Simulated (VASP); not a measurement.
MgO:

```
Mg O
1.0
    -0.05255    2.10217    2.10217
     2.10217   -0.05255    2.10217
     2.04961    2.04961    0.00000
Mg O
1 1
Direct
  0.00000 0.00000 0.00000
  0.50000 0.50000 0.50000
```

This cell differs from its parent crystal: shear xy strain -5.0%.

Base run:

| Quantity | Value |
| --- | --- |
| Program | VASP 6.6.1 |
| Functional | r2SCAN |
| Potentials or basis | VASP PAW PBE potentials, release 64 (Mg, O) |
| Cutoff | 520 eV |
| k mesh | 10 × 10 × 10 |
| Occupations | gaussian, width 0.01 eV |
| Spin | no spin polarisation |

Its results: band gap on the k mesh 5.43 eV, direct; pressure -1.0 GPa.

Problem. The run is repeated on the same cell with these changes: functional from r2SCAN to PBE; occupations from gaussian, width 0.01 eV to fermi-dirac, width 0.02 eV. What comes out?

Solution. Band gap on the k mesh 4.56 eV, direct; pressure 5.0 GPa.

Caveats: the PAW data sets were made with another functional, which shifts forces and pressure a little (some runs).

